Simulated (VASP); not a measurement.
A run of VASP 6.6.1:

POSCAR

```
Ir
1.0
    2.6922074120      0.0000000000      0.0000000000
   -1.3461037060      2.3315200110      0.0000000000
    0.0000000000      0.0000000000      4.3678042004
Ir
2
Direct
    0.3333333333      0.6666666667      0.2500000000
    0.6666666667      0.3333333333      0.7500000000
```

INCAR.step1

```
SYSTEM = Ir
PREC = Accurate
ENCUT = 520
ISMEAR = -1
SIGMA = 0.1
LREAL = .False.
LASPH = .True.
NELM = 80
NBANDS = 16
GGA = PE
ALGO = Normal
EDIFF = 1E-4
LWAVE = .True.
LCHARG = .False.
```

Contents of INCAR.step2:

```
SYSTEM = Ir
PREC = Accurate
ENCUT = 520
EDIFF = 1E-6
ISMEAR = -1
SIGMA = 0.1
LREAL = .False.
LASPH = .True.
NELM = 80
ALGO = Normal
ISIF = 2
LWAVE = .False.
LCHARG = .False.
METAGGA = R2SCAN
LMIXTAU = .True.
NBANDS = 16
ISTART = 1
```

Contents of KPOINTS:

```
Automatic mesh
0
Gamma
  15 15 8
  0 0 0
```

Potentials or basis: VASP PAW PBE potentials, release 64 (Ir).

The run is started by

```sh
$ cat potpaw_PBE.64/Ir/POTCAR > POTCAR
$ cp INCAR.step1 INCAR
$ mpirun -np 1 vasp_std > vasp.out
$ cp INCAR.step2 INCAR
$ mpirun -np 1 vasp_std > vasp.out
```

Hardware: 1 thread of Intel(R) Xeon(R) Platinum 8488C (Sapphire Rapids), on a shared host.

**Question.** How long does it take, and how much memory?

**Answer.** Run time: 2 min on 1 thread of Intel(R) Xeon(R) Platinum 8488C (Sapphire Rapids), with other jobs on the host, peak memory 0.18 GiB. Counts: k points 135.
